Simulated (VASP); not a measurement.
Input of a VASP 6.6.1 run:

Contents of POSCAR:

```
BAs
1.0
    0.0000000000      2.3918676044      2.3918676044
    2.3918676044      0.0000000000      2.3918676044
    2.3918676044      2.3918676044      0.0000000000
B As
1 1
Direct
    0.0000000000      0.0000000000      0.0000000000
    0.2500000000      0.2500000000      0.2500000000
```

File INCAR.step1:

```
SYSTEM = BAs
  PREC = Accurate
  ENCUT = 420
  EDIFF = 1E-5
  ISMEAR = 0
  SIGMA = 0.01
  LREAL = .FALSE.
  LASPH = .TRUE.
  NELM = 120
  ALGO = Normal
  ISIF = 2
  LWAVE = .TRUE.
  LCHARG = .FALSE.
  GGA = PE
  NBANDS = 16
  GGA_COMPAT = .FALSE.
```

Contents of INCAR.step2:

```
SYSTEM = BAs
  PREC = Accurate
  ENCUT = 420
  EDIFF = 1E-6
  ISMEAR = 0
  SIGMA = 0.01
  LREAL = .FALSE.
  LASPH = .TRUE.
  NELM = 120
  ALGO = Normal
  ISIF = 2
  LWAVE = .FALSE.
  LCHARG = .FALSE.
  GGA = PE
  LHFCALC = .TRUE.
  AEXX = 0.75
  HFSCREEN = 0.3
  PRECFOCK = Normal
  ISTART = 1
  NBANDS = 16
  GGA_COMPAT = .FALSE.
```

File KPOINTS:

```
Automatic mesh
0
G
  4 4 4
  0 0 0
```

Potentials or basis: VASP PAW PBE potentials, release 64 (B, As_d).

Run with:

```bash
$ cat potpaw_PBE.64/B/POTCAR potpaw_PBE.64/As_d/POTCAR > POTCAR
$ cp INCAR.step1 INCAR
$ mpirun -np 1 vasp_std > vasp.out
$ cp INCAR.step2 INCAR
$ mpirun -np 1 vasp_std > vasp.out
```

(1) Predict the band gap on the k mesh.

(2) Predict the pressure.

Answers

(1) 3.03 eV (least direct gap 5.46 eV).

(2) -5.6 GPa.

Caveat: the k points lie up to 0.57 Å⁻¹ apart; the PAW data sets were made with another functional, which shifts forces and pressure a little.
